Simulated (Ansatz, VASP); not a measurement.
## One calculation of NaCaBr3, two programs

```
Na Ca Br
1.0
     5.56334    0.00000    0.00000
     0.00000    5.56334    0.00000
     0.00000    0.00000    5.56334
Na Ca Br
1 1 3
Direct
  0.00000 0.00000 0.00000
  0.50000 0.50000 0.50000
  0.50000 0.50000 0.00000
  0.50000 0.00000 0.50000
  0.00000 0.50000 0.50000
```

Alike in both runs: task single point; functional PBE; k mesh 4 × 4 × 4; no spin polarisation.

|  | VASP | Ansatz |
| --- | --- | --- |
| version | VASP 6.6.1 | Ansatz 0.2.0 |
| potentials or method | VASP PAW PBE potentials, release 64 (Na_pv, Ca_sv, Br) | plane waves, PAW |
| plane-wave cutoff (eV) | 520 | 420 |
| occupations | gaussian, width 0.01 eV | fixed |
| valence electrons in the cell | 38 | 40 |

|  | VASP | Ansatz | Ansatz less VASP |
| --- | --- | --- | --- |
| gap on the k mesh at the Fermi level (eV) | 3.09 | 3.09 | 0.000 |
| pressure (GPa) | 1.5 | 1.4 | -0.06 |

VASP's potentials hold 38 valence electrons a cell and Ansatz's 40, so a difference there can come from the potentials and not from the codes.
